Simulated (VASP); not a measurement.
# WC in VASP: further runs

WC is run at these levels: PBE, LDA; tasks: single point.

Everything below comes from runs of VASP 6.6.1. Logs are shortened: lines on timing, memory, paths and dates and some standing lists are left out, and cuts for length are marked.

## (1) The cell of the first run

The structure is hexagonal, space group P-6m2 (No. 187). The conventional cell has a = 2.907 Å, b = 2.907 Å, c = 2.837 Å, α = 90.00°, β = 90.00°, γ = 120.00°. W (site symmetry -6m2) has 6 C at 2.20 Å and 8 W at 2.84 to 2.91 Å within 3.0 Å. C (site symmetry -6m2) has 6 W at 2.20 Å and 8 C at 2.84 to 2.91 Å within 3.0 Å.

## (2) Single point, PBE

INCAR

```
SYSTEM = WC
PREC = Accurate
ENCUT = 520
EDIFF = 1E-7
ISMEAR = 0
SIGMA = 0.05
LREAL = .False.
LASPH = .True.
NELM = 80
ALGO = Normal
ISIF = 2
LWAVE = .False.
LCHARG = .True.
GGA = PE
LELF = .True.
LVHAR = .True.
NBANDS = 16
```

KPOINTS

```
regular mesh
0
Gamma
  15 15 12
  0 0 0
```

POSCAR

```
WC
1.0
    2.9065000000      0.0000000000      0.0000000000
   -1.4532500000      2.5171028361      0.0000000000
    0.0000000000      0.0000000000      2.8366000000
W C
1 1
Direct
    0.0000000000      0.0000000000      0.0000000000
    0.6666666667      0.3333333333      0.5000000000
```

Potentials or basis: VASP PAW PBE potentials, release 64 (W_sv, C).

The run is started by

```sh
$ cat potpaw_PBE.64/W_sv/POTCAR potpaw_PBE.64/C/POTCAR > POTCAR
$ mpirun -np 1 vasp_std > vasp.out
```

OUTCAR:

```text
SYSTEM = WC
   PREC = Accurate
   ENCUT = 520
   EDIFF = 1E-7
   ISMEAR = 0
   LREAL = .False.
   LASPH = .True.
   NELM = 80
   ISIF = 2
   GGA = PE

 ion  position               nearest neighbor table
   1  0.000  0.000  0.000-   2 2.20   2 2.20   2 2.20   2 2.20   2 2.20   2 2.20
   2  0.667  0.333  0.500-   1 2.20   1 2.20   1 2.20   1 2.20   1 2.20   1 2.20

  LATTYP: Found a hexagonal cell.
 ALAT       =     2.9065000000
 C/A-ratio  =     0.9759504559

  Lattice vectors:

 A1 = (   2.9065000000,   0.0000000000,   0.0000000000)
 A2 = (  -1.4532500000,   2.5171028361,   0.0000000000)
 A3 = (   0.0000000000,   0.0000000000,   2.8366000000)

Analysis of symmetry for initial positions (statically):
=====================================================================
 Subroutine PRICEL returns:
 Original cell was already a primitive cell.

 Routine SETGRP: Setting up the symmetry group for a
 hexagonal supercell.

 Subroutine GETGRP returns: Found 12 space group operations
 (whereof 12 operations were pure point group operations)
 out of a pool of 24 trial point group operations.

The static configuration has the point symmetry D_3h.

Analysis of symmetry for dynamics (positions and initial velocities):
=====================================================================
 Subroutine PRICEL returns:
 Original cell was already a primitive cell.

 Routine SETGRP: Setting up the symmetry group for a
 hexagonal supercell.

 Subroutine GETGRP returns: Found 12 space group operations
 (whereof 12 operations were pure point group operations)
 out of a pool of 24 trial point group operations.

The dynamic configuration has the point symmetry D_3h.

 Subroutine INISYM returns: Found 12 space group operations
 (whereof 12 operations are pure point group operations),
 and found     1 'primitive' translations

----------------------------------------------------------------------------------------

                                     Primitive cell

  volume of cell :      20.7525

  direct lattice vectors                    reciprocal lattice vectors
     2.906500000  0.000000000  0.000000000     0.344056425  0.198641070  0.000000000
    -1.453250000  2.517102836  0.000000000     0.000000000  0.397282139  0.000000000
     0.000000000  0.000000000  2.836600000     0.000000000  0.000000000  0.352534725

  length of vectors
     2.906500000  2.906500000  2.836600000     0.397282139  0.397282139  0.352534725

  position of ions in fractional coordinates (direct lattice)
     0.000000000  0.000000000  0.000000000
     0.666666667  0.333333333  0.500000000

  ion indices of the primitive-cell ions
   primitive index   ion index
                 1           1
                 2           2

----------------------------------------------------------------------------------------

 KPOINTS: regular mesh

Automatic generation of k-mesh.
 Grid dimensions read from file:
 generate k-points for:   15   15   12

 Generating k-lattice:

  Cartesian coordinates                     Fractional coordinates (reciprocal lattice)
     0.022937095  0.013242738  0.000000000     0.066666667  0.000000000  0.000000000
     0.000000000  0.026485476  0.000000000     0.000000000  0.066666667  0.000000000
     0.000000000  0.000000000  0.029377894     0.000000000  0.000000000  0.083333333

  Length of vectors
     0.026485476  0.026485476  0.029377894

  Shift w.r.t. Gamma in fractional coordinates (k-lattice)
     0.000000000  0.000000000  0.000000000

 Subroutine IBZKPT returns following result:
 ===========================================

 Found    189 irreducible k-points:

 Following reciprocal coordinates:
            Coordinates               Weight
  0.000000  0.000000  0.000000      1.000000
  0.066667  0.000000  0.000000      6.000000
  0.133333  0.000000  0.000000      6.000000
  0.200000  0.000000  0.000000      6.000000
  0.266667  0.000000  0.000000      6.000000
  0.333333  0.000000  0.000000      6.000000
[... 16 lines left out ...]
  0.333333  0.200000  0.000000     12.000000
  0.400000  0.200000  0.000000      6.000000
 [... further k-points ...]
   k-points           NKPTS =    189   k-points in BZ     NKDIM =    189   number of bands    NBANDS=     16
   number of dos      NEDOS =    301   number of ions     NIONS =      2
   total plane-waves  NPLWV =  13824
   dimension x,y,z NGX =    24 NGY =   24 NGZ =   24
   dimension x,y,z NGXF=    48 NGYF=   48 NGZF=   48
   ions per type =               1   1
   NGX,Y,Z   is equivalent  to a cutoff of  13.73, 13.73, 14.07 a.u.
   NGXF,Y,Z  is equivalent  to a cutoff of  27.46, 27.46, 28.13 a.u.
 SYSTEM =  WC
   PREC   = accura    normal or accurate (medium, high low for compatibility)
   ISTART =      0    job   : 0-new  1-cont  2-samecut
   ICHARG =      2    charge: 1-file 2-atom 10-const
   ISPIN  =      1    spin polarized calculation?
   LNONCOLLINEAR =      F non collinear calculations
   LSORBIT =      F    spin-orbit coupling
   LASPH  =      T    aspherical Exc in radial PAW
   ENCUT  =  520.0 eV  38.22 Ry    6.18 a.u.   5.40  5.40  5.27*2*pi/ulx,y,z
   NELM   =     80;   NELMIN=  2; NELMDL= -5     # of ELM steps
   EDIFF  = 0.1E-06   stopping-criterion for ELM
   LREAL  =      F    real-space projection
   EDIFFG = 0.1E-05   stopping-criterion for IOM
   NSW    =      0    number of steps for IOM
   IBRION =     -1    ionic relax: 0-MD 1-quasi-New 2-CG
   NFREE  =      0    steps in history (QN), initial steepest desc. (CG)
   ISIF   =      2    stress and relaxation
   ISYM   =      2    0-nonsym 1-usesym 2-fastsym
   POTIM  = 0.5000    time-step for ionic-motion
   TEBEG  =    0.0;   TEEND  =   0.0 temperature during run
   PSTRESS=    0.0 pullay stress
   NELECT =      18.0000    total number of electrons
   NUPDOWN=      -1.0000    fix difference up-down
   EMIN   =  10.00;   EMAX   =-10.00  energy-range for DOS
   EFERMI =   0.00;   METHOD = LEGACY
   ISMEAR =     0;   SIGMA  =   0.05  broadening in eV -4-tet -1-fermi 0-gaus
   EFERMI_NEDOS =   21; number of points for ismear=-14 and -15
   IALGO  =     38    algorithm
   IMIX   =      4    mixing-type and parameters
     AMIX     =   0.40;   BMIX     =  1.00
     AMIX_MAG =   1.60;   BMIX_MAG =  1.00
  volume/ion in A,a.u.               =      10.38        70.02
  Fermi-wavevector in a.u.,A,eV,Ry     =   1.561262  2.950358 33.164744  2.437540
  Thomas-Fermi vector in A             =   2.664353
   LORBIT       =      0    0 simple, 1 ext, 2 COOP (PROOUT), +10 PAW based schemes
   GGA     = PE    functional components
   LHFCALC =     F    Hartree Fock is set to
   AEXX    =    0.0000 exact exchange contribution
   IVDW    =     0    specifies the selected vdW correction
   LEPSILON=     F    determine dielectric tensor
   LRPA    =     F    only Hartree local field effects (RPA)
 non-spin polarized calculation
 Gauss-broadening in eV      SIGMA  =   0.05
  energy-cutoff  :      520.00
  volume of cell :       20.75
 maximum number of plane-waves:       580
 NGX is ok and might be reduce to    24
   NGX = 11   NGY = 11   NGZ = 11

 number of electron      18.0000000 magnetization

 Free energy of the ion-electron system (eV)
  ---------------------------------------------------
  ext. energy  EPLUGINS =         0.00000000
  ---------------------------------------------------
  free energy    TOTEN  =       -22.44229698 eV

  energy without entropy =      -22.44185598  energy(sigma->0) =      -22.44207648

 E-fermi :  11.0692     XC(G=0): -13.7994

 val. band max:       11.0234729621   @ k =   0.0667   0.0000   0.3333
 cond. band min:      11.0804260522   @ k =   0.1333   0.0000   0.5000
 fundamental gap:      0.0569530901
 Fermi energy:        11.0691512105

 k-point     1 :       0.0000    0.0000    0.0000
  band No.  band energies     occupation
      1     -62.9206      2.00000
      2     -26.9003      2.00000
      3     -26.8005      2.00000
      4     -26.8005      2.00000
      5      -3.3714      2.00000
      6       6.7682      2.00000
[... 8 lines left out ...]
     15      25.4243      0.00000
     16      27.8182      0.00000

 k-point     2 :       0.0667    0.0000    0.0000
  band No.  band energies     occupation
      1     -62.9181      2.00000
      2     -26.8956      2.00000
      3     -26.8377      2.00000
      4     -26.8089      2.00000
      5      -3.2542      2.00000
      6       6.8081      2.00000
[... 8 lines left out ...]
     15      25.1725      0.00000
     16      28.0652      0.00000

 k-point     3 :       0.1333    0.0000    0.0000
  band No.  band energies     occupation
      1     -62.9109      2.00000
      2     -26.9416      2.00000
      3     -26.8821      2.00000
      4     -26.8325      2.00000
      5      -2.9159      2.00000
      6       6.6640      2.00000
[... 8 lines left out ...]
     15      24.8315      0.00000
     16      28.7655      0.00000

 k-point     4 :       0.2000    0.0000    0.0000
  band No.  band energies     occupation
      1     -62.9004      2.00000
      2     -27.0920      2.00000
      3     -26.8672      2.00000
      4     -26.8621      2.00000
      5      -2.3945      2.00000
      6       6.0718      2.00000
[... 8 lines left out ...]
     15      24.7997      0.00000
     16      29.5100      0.00000
[... 324 lines left out ...]
 k-point    22 :       0.2667    0.2000    0.0000
  band No.  band energies     occupation
      1     -62.8656      2.00000
      2     -27.4573      2.00000
      3     -27.1012      2.00000
      4     -26.7954      2.00000
      5      -0.2313      2.00000
      6       4.5515      2.00000
[... 8 lines left out ...]
     15      26.5381      0.00000
     16      27.6366      0.00000

 k-point    23 :       0.3333    0.2000    0.0000
  band No.  band energies     occupation
      1     -62.8598      2.00000
      2     -27.5035      2.00000
      3     -27.1524      2.00000
      4     -26.7842      2.00000
      5       0.2511      2.00000
      6       4.3621      2.00000
[... 8 lines left out ...]
     15      25.9566      0.00000
     16      28.1855      0.00000

 k-point    24 :       0.4000    0.2000    0.0000
  band No.  band energies     occupation
      1     -62.8577      2.00000
      2     -27.5191      2.00000
      3     -27.1711      2.00000
      4     -26.7803      2.00000
      5       0.4382      2.00000
      6       4.2999      2.00000
[... 8 lines left out ...]
     15      25.5165      0.00000
     16      28.3458      0.00000

 [... further k-points ...]

------------------------ aborting loop because EDIFF is reached ----------------------------------------

  FORCE on cell =-STRESS in cart. coord.  units (eV):
  Direction    XX          YY          ZZ          XY          YZ          ZX
  --------------------------------------------------------------------------------------
  -------------------------------------------------------------------------------------
  Total        0.8761216      0.8761216      0.8182260      0.0000000      0.0000000      0.0000000
  in kB       67.6403123     67.6403123     63.1705216      0.0000000      0.0000000      0.0000000
  external PRESSURE =      66.1503821 kB  Pullay stress =       0.0000000 kB

 VOLUME and BASIS-vectors are now :
 -----------------------------------------------------------------------------
  energy-cutoff  :      520.00
  volume of cell :       20.75
      direct lattice vectors                 reciprocal lattice vectors
     2.906500000  0.000000000  0.000000000     0.344056425  0.198641070  0.000000000
    -1.453250000  2.517102836  0.000000000     0.000000000  0.397282139  0.000000000
     0.000000000  0.000000000  2.836600000     0.000000000  0.000000000  0.352534725

 POSITION                                       TOTAL-FORCE (eV/Angst)
 -----------------------------------------------------------------------------------
      0.00000      0.00000      0.00000         0.000000     -0.000000      0.000000
      1.45325      0.83903      1.41830        -0.000000      0.000000      0.000000
 -----------------------------------------------------------------------------------
    total drift:                                0.000000     -0.000000      0.000000

  FREE ENERGIE OF THE ION-ELECTRON SYSTEM (eV)
  ---------------------------------------------------
  free  energy   TOTEN  =       -22.4422969818 eV

  energy  without entropy=      -22.4418559839  energy(sigma->0) =      -22.44207648
```

Wall time 1.9 min (1 thread of AMD EPYC 7R13, shared host); peak memory 0.16 GiB.

What came out:

```
Free energy            : -22.4423 eV
Pressure               : 6.6 GPa
Band gap on the k mesh : zero (bands 9 and 10 overlap by 1.22 eV)
```

Stress tensor (GPa, compression positive):
```
6.76 0.00 0.00
0.00 6.76 0.00
0.00 0.00 6.32
```

Levels at points of the mesh, in eV from the Fermi level:
```csv
k point,band 7,band 8,band 9,band 10,band 11,band 12
"(0.00, 0.00, 0.00)",-3.32,-3.32,0.10,3.25,3.25,5.63
"(0.00, 0.00, 0.50)",-2.00,-2.00,-0.57,-0.57,3.68,4.54
```

Caveat: the cell stands under pressure; spin-orbit coupling is left out, which moves the levels of the heavy elements.

## (3) Single point, LDA

INCAR

```
PREC = Accurate
ENCUT = 520
EDIFF = 1E-6
ISMEAR = 0
SIGMA = 0.05
LREAL = F
LASPH = T
NELM = 80
ALGO = Normal
ISIF = 2
LWAVE = F
LCHARG = F
GGA = CA
NBANDS = 16
```

KPOINTS

```
regular mesh
0
Gamma
  15 15 12
```

POSCAR is that of step 2.

Potentials or basis: VASP PAW LDA potentials, release 64 (W_sv, C).

The run is started by

```sh
$ cat potpaw_LDA.64/W_sv/POTCAR potpaw_LDA.64/C/POTCAR > POTCAR
$ mpirun -np 1 vasp_std > vasp.out
```

Run time: 1.7 min. Hardware: 1 thread of AMD EPYC 7R13, shared host; peak memory 0.15 GiB.

The run converged. Its results:

```yaml
Free_energy: -24.6929 eV
Pressure: -7.4 GPa
Band_gap_on_the_k_mesh: zero (bands 9 and 10 overlap by 1.22 eV)
```

Stress tensor (GPa, compression positive):
```
-6.79  0.00  0.00
 0.00 -6.79  0.00
 0.00  0.00 -8.75
```

Levels at points of the mesh, in eV from the Fermi level:
```csv
k point,band 5,band 6,band 7,band 8,band 9,band 10,band 11,band 12,band 13,band 14
"(0.00, 0.00, 0.00)",-14.25,-4.29,-3.31,-3.31,0.15,3.21,3.21,5.63,5.63,6.54
"(0.00, 0.00, 0.50)",-10.15,-8.57,-1.99,-1.99,-0.59,-0.59,3.68,4.52,4.52,10.00
```

Caveat: the cell stands under tension; spin-orbit coupling is left out, which moves the levels of the heavy elements.

(Continued in part 2 of 2.)
